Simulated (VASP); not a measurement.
Wanted: the native input for a VASP 6.6.1 run.

* Task: single point
* Functional: r2SCAN
* Dispersion: rVV10
* Potentials or basis: VASP PAW PBE potentials, release 64 (Pd, Au, Cl)
* Cutoff: 520 eV
* k mesh: 6 × 6 × 6
* Occupations: fermi-dirac, width 0.03 eV
* Spin: no spin polarisation
* Dipole correction: no
* Further INCAR settings: ALGO = Normal; EDIFF = 1e-06; NBANDS = 29

Crystal: PdAuCl3.

```
CELL_PARAMETERS angstrom
4.90294 0.00000 0.00000
0.00000 4.90294 0.00000
0.00000 0.00000 4.90294
ATOMIC_POSITIONS crystal
Pd 0.00000 0.00000 0.00000
Au 0.50000 0.50000 0.50000
Cl 0.00000 0.50000 0.50000
Cl 0.50000 0.00000 0.50000
Cl 0.50000 0.50000 0.00000
```

These files were run (other wordings do the same):

POSCAR

```
PdAuCl3
1.0
    4.9029426247      0.0000000000      0.0000000000
    0.0000000000      4.9029426247      0.0000000000
    0.0000000000      0.0000000000      4.9029426247
Pd Au Cl
1 1 3
Direct
    0.0000000000      0.0000000000      0.0000000000
    0.5000000000      0.5000000000      0.5000000000
    0.0000000000      0.5000000000      0.5000000000
    0.5000000000      0.0000000000      0.5000000000
    0.5000000000      0.5000000000      0.0000000000
```

INCAR.step1

```
ALGO     = Normal         # electronic algorithm
EDIFF    = 1E-4           # SCF threshold, eV
ENCUT    = 520            # plane-wave cutoff, eV
GGA      = PE             # functional
ISMEAR   = -1             # smearing method
LASPH    = True           # aspherical terms in the spheres
LCHARG   = False          # write CHGCAR
LREAL    = False          # projectors in reciprocal space
LWAVE    = True           # write WAVECAR
NBANDS   = 29             # bands
NELM     = 100            # most SCF steps
PREC     = Accurate       # precision mode
SIGMA    = 0.03           # smearing width, eV
```

INCAR.step2

```
ALGO     = Normal         # electronic algorithm
BPARAM   = 11.95        
CPARAM   = 0.0093       
EDIFF    = 1E-6           # SCF threshold, eV
ENCUT    = 520            # plane-wave cutoff, eV
ISIF     = 2              # what is computed and relaxed
ISMEAR   = -1             # smearing method
ISTART   = 1            
IVDW_NL  = 2            
LASPH    = True           # aspherical terms in the spheres
LCHARG   = True           # write CHGCAR
LELF     = True           # ELF
LMIXTAU  = True         
LREAL    = False          # projectors in reciprocal space
LUSE_VDW = True         
LVHAR    = True         
LWAVE    = False          # write WAVECAR
METAGGA  = R2SCAN         # meta-GGA
NBANDS   = 29             # bands
NELM     = 100            # most SCF steps
PREC     = Accurate       # precision mode
SIGMA    = 0.03           # smearing width, eV
```

KPOINTS

```
k-points
0
Gamma
  6 6 6
```

Potentials or basis: VASP PAW PBE potentials, release 64 (Pd, Au, Cl).

The run is started by

```console
$ cat potpaw_PBE.64/Pd/POTCAR potpaw_PBE.64/Au/POTCAR potpaw_PBE.64/Cl/POTCAR > POTCAR
$ cp INCAR.step1 INCAR
$ mpirun -np 1 vasp_std > vasp.out
$ cp INCAR.step2 INCAR
$ mpirun -np 1 vasp_std > vasp.out
```

It gave:

* Pressure: 0.1 GPa
* Band gap on the k mesh: zero (band 21 reaches 4.49 eV, above the bottom of band 22 at 2.32 eV)

Caveat: the PAW data sets were made with another functional, which shifts forces and pressure a little; spin-orbit coupling is left out, which moves the levels of the heavy elements.

Wall time 4.1 min on 1 thread of Intel Xeon 6975P-C, with other jobs on the host, peak memory 0.44 GiB.
